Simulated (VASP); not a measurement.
The system is Se.

```xyz
4
Lattice="3.4665 0.0000 0.0000 -1.7333 3.0021 0.0000 0.0000 0.0000 10.5128" Properties=species:S:1:pos:R:3 pbc="T T T"
Se    0.0000    2.0014    1.5370
Se    1.7333    1.0007    6.7934
Se    0.0000    2.0014    3.7194
Se    1.7333    1.0007    8.9758
```

This isn't the form of Se at room conditions, which is trigonal, of chains.

```yaml
Program: VASP 6.6.1
Task: relaxation of cell and atoms
Functional: PBE
Potentials_or_basis: VASP PAW PBE potentials, release 64 (Se)
Cutoff: 600 eV
k_mesh: 15 × 15 × 6
Occupations: gaussian, width 0.1 eV
Spin: no spin polarisation
```

At the start: pressure 0.1 GPa; volume 27.35 Å³/atom.

Where does the relaxation end?

Over 17 steps the energy falls by 3.4 meV/atom and the volume is 28.46 Å³/atom (+4.1 %); space group P6_3/mmc (No. 194, to 0.1 Å) before and after.

Step by step:
```
step  energy change (eV)  largest force (eV/Å)  pressure (GPa)  volume (Å³)
   1              0.0000                0.0098            0.12       109.40
   2              0.0016                0.3329           -0.54       109.74
   3             -0.0010                0.1236           -0.14       109.53
   4             -0.0034                0.0998            0.00       109.40
   5             -0.0061                0.0422            0.33       109.11
   6             -0.0062                0.0281            0.42       109.04
   7             -0.0083                0.0585            0.28       109.80
   8             -0.0116                0.1355           -0.09       112.08
   9             -0.0128                0.0345            0.06       112.49
  10             -0.0130                0.0221            0.14       112.72
  11             -0.0130                0.0261            0.17       112.73
  12             -0.0130                0.0350            0.16       112.77
  13             -0.0130                0.0301            0.14       112.75
  14             -0.0132                0.0296            0.13       113.02
  15             -0.0134                0.0274            0.03       113.82
  16             -0.0134                0.0279           -0.07       113.85
  17             -0.0134                0.0043           -0.03       113.84
```

Final structure:
```yaml
crystal:
  lattice:
    - [3.45152, 0.00000, 0.00000]
    - [-1.72576, 2.98911, 0.00000]
    - [0.00000, 0.00000, 11.03427]
  atoms:
    - { symbol: Se, position: [0.33333, 0.66667, 0.15121] }
    - { symbol: Se, position: [0.66667, 0.33333, 0.65121] }
    - { symbol: Se, position: [0.33333, 0.66667, 0.34879] }
    - { symbol: Se, position: [0.66667, 0.33333, 0.84879] }
```

Caveat: this functional lacks dispersion, which holds the molecules together, so the pressure and a relaxed volume are unreliable; this functional lacks dispersion, which binds layers or chains, so the pressure and a relaxed spacing across them are unreliable.
